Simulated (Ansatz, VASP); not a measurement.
**Two plane-wave programs on NbAs**

```xyz
2
Lattice="0.0000 2.6402 2.6402 2.6402 0.0000 2.6402 2.6402 2.6402 0.0000" Properties=species:S:1:pos:R:3 pbc="T T T"
Nb    2.6402    2.6402    2.6402
As    0.0000    0.0000    0.0000
```

Alike in both runs: task single point; functional PBE; k mesh 6 × 6 × 6; occupations gaussian, width 0.05 eV; no spin polarisation.

|  | VASP | Ansatz |
| --- | --- | --- |
| version | VASP 6.6.1 | Ansatz 0.2.0 |
| potentials or method | VASP PAW PBE potentials, release 64 (Nb_sv, As), cutoff 520 eV | scalar-relativistic, plane waves, PAW |
| valence electrons in the cell | 18 | 28 |

VASP gave:

- gap on the k mesh at the Fermi level (eV): none
- pressure (GPa): 0.0

Estimate Ansatz's values.

gap on the k mesh at the Fermi level (eV): none; pressure (GPa): -0.1.

A gap of «none» marks a metal or a gap that the smearing closes. VASP's potentials hold 18 valence electrons a cell and Ansatz's 28, so a difference there can come from the potentials and not from the codes.
